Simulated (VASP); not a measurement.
Cr:

```
CELL_PARAMETERS angstrom
2.71400 0.00000 0.00000
-1.35700 2.35039 0.00000
0.00000 0.00000 4.41000
ATOMIC_POSITIONS crystal
Cr 0.66667 0.33333 0.75000
Cr 0.33333 0.66667 0.25000
```

This isn't the form of Cr at room conditions, which is bcc.

Base run:

| Item | Value |
| --- | --- |
| Program | VASP 6.6.1 |
| Functional | PBE |
| Potentials or basis | VASP PAW PBE potentials, release 64 (Cr_sv) |
| Cutoff | 700 eV |
| k mesh | 9 × 9 × 5 |
| Occupations | fermi-dirac, width 0.05 eV |
| Spin | collinear spin, ferromagnetic start |
| Starting moments | [2.25, 2.25] μB |
| Fixed moment | 4.5 μB |

Its results: pressure -9.8 GPa; site moments Cr +1.89 μB.

**Question.** The run is repeated on the same cell with these changes: fixed moment from 4.5 μB to 9 μB; moments at the start from [2.25, 2.25] to [4.5, 4.5]. What comes out?

**Answer.** Pressure 50.7 GPa; site moments Cr +3.52 μB.

Caveats: the total moment is fixed, so each spin has its own Fermi level and the state may be an excited one; the stress differs along the axes, from -14 to -8 GPa (at least some runs); the cell stands under pressure (at least some runs).
